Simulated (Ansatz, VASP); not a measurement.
## Two plane-wave programs on ZnO

```
Zn O
1.0
     2.68821    0.00000    0.00000
     0.00000    2.68821    0.00000
     0.00000    0.00000    2.68821
Zn O
1 1
Cartesian
  0.0000 0.0000 0.0000
  1.3441 1.3441 1.3441
```

Change from the starting cell: species swapped into the NbRu type (P4/mmm, No. 123).

Alike in both runs: functional PBE; k mesh 20 × 20 × 20; occupations gaussian, width 0.1 eV; no spin polarisation.

Ansatz relaxed the structure, and its values are those at the end. VASP's run is a single point on that final structure, the one shown.

|  | VASP | Ansatz |
| --- | --- | --- |
| version | VASP 6.6.1 | Ansatz 0.2.0 |
| potentials or method | VASP PAW PBE potentials, release 64 (Zn, O), cutoff 520 eV | scalar-relativistic, plane waves, PAW |
| valence electrons in the cell | 18 | 18 |

```tsv
	VASP	Ansatz	Ansatz less VASP
gap on the k mesh at the Fermi level (eV)	none	none	-
pressure (GPa)	0.7	0.0	-0.70
```

A gap of «none» marks a metal or a gap that the smearing closes.
